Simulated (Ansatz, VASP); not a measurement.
## One calculation of CaO, two programs

Contents of POSCAR:

```
CaO
1.0
    0.0000000000      2.3975473909      2.3975473909
    2.3975473909      0.0000000000      2.3975473909
    2.3975473909      2.3975473909      0.0000000000
Ca O
1 1
Direct
    0.0000000000      0.0000000000      0.0000000000
    0.5000000000      0.5000000000      0.5000000000
```

INCAR.step1

```
SYSTEM = CaO
ALGO = Normal ; EDIFF = 1E-4
ENCUT = 520 ; GGA = PE
ISMEAR = 0 ; LASPH = .True.
LCHARG = .False. ; LREAL = .False.
LWAVE = .True. ; NBANDS = 15
NELM = 80 ; PREC = Accurate
SIGMA = 0.01
```

The input INCAR.step2:

```
SYSTEM = CaO
ALGO = Normal ; EDIFF = 1E-7
ENCUT = 520 ; ISIF = 2
ISMEAR = 0 ; ISTART = 1
LASPH = .True. ; LCHARG = .False.
LMIXTAU = .True. ; LREAL = .False.
LWAVE = .False. ; METAGGA = R2SCAN
NBANDS = 15 ; NELM = 80
PREC = Accurate ; SIGMA = 0.01
```

KPOINTS

```
k-points
0
Gamma
  10 10 10
  0 0 0
```

Input for Ansatz:

```yaml
crystal:
  lattice:
    - [0.0, 2.3975473909, 2.3975473909]
    - [2.3975473909, 0.0, 2.3975473909]
    - [2.3975473909, 2.3975473909, 0.0]
  atoms:
    - { symbol: Ca, position: [0.0, 0.0, 0.0] }
    - { symbol: O, position: [0.5, 0.5, 0.5] }
kpoints:
  mp_grid: { grid: [10, 10, 10] }
  band_path:
    path:
      - [0.0, 0.0, 0.0]
      - [0.5, 0.0, 0.5]
      - [0.625, 0.25, 0.625]
      - [0.375, 0.375, 0.75]
      - [0.5, 0.5, 0.5]
      - [0.5, 0.25, 0.75]
      - [0.0, 0.5, 0.5]
    npoints: 1
hamiltonian:
  xc: r2scan
scf:
  occupations: { method: fixed }
  n_extra_bands: 4
output:
  forces: true
  stress: true
  eigenvalues: true
```

Alike in both runs: task single point; functional r2SCAN; k mesh 10 × 10 × 10; no spin polarisation.

```csv
,VASP,Ansatz
version,VASP 6.6.1,Ansatz 0.2.0
potentials or method,"VASP PAW PBE potentials, release 64 (Ca_sv, O)","plane waves, PAW"
plane-wave cutoff (eV),520,500
occupations,"gaussian, width 0.01 eV",fixed
valence electrons in the cell,16,16
```

|  | VASP | Ansatz | Ansatz less VASP |
| --- | --- | --- | --- |
| gap on the k mesh at the Fermi level (eV) | 4.19 | 4.20 | +0.012 |
| pressure (GPa) | 1.1 | 0.0 | -1.08 |

VASP's potentials were made for PBE, not for r2SCAN.
